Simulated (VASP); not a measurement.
Os:

```
Os
1.0
     2.73410    0.00000    0.00000
    -1.36705    2.36780    0.00000
     0.00000    0.00000    4.31970
Os
2
Direct
  0.66667 0.33333 0.75000
  0.33333 0.66667 0.25000
```

Base run:

- Program: VASP 6.6.1
- Functional: r2SCAN
- Potentials or basis: VASP PAW PBE potentials, release 64 (Os_sv_GW)
- Cutoff: 620 eV
- k mesh: 11 × 11 × 6
- Occupations: fermi-dirac, width 0.05 eV
- Spin: no spin polarisation

Its results: band gap on the k mesh zero (bands 16 and 17 overlap by 4.07 eV); pressure 0.3 GPa.

Question: After a change of settings the same cell gave: band gap on the k mesh zero (bands 16 and 17 overlap by 4.08 eV); pressure -1.9 GPa. Which change was it?
A. dispersion from none to rVV10
B. functional from r2SCAN to BLYP; cutoff from 620 eV to 560 eV
C. dispersion from none to D3(BJ)
D. functional from r2SCAN to r2SCAN0; cutoff from 620 eV to 460 eV; k mesh from 11 × 11 × 6 to 6 × 6 × 3

Answer: A.

Dispersion adds attraction, which lowers the pressure at fixed volume.

Caveats: the PAW data sets were made with another functional, which shifts forces and pressure a little; spin-orbit coupling is left out, which moves the levels of the heavy elements.
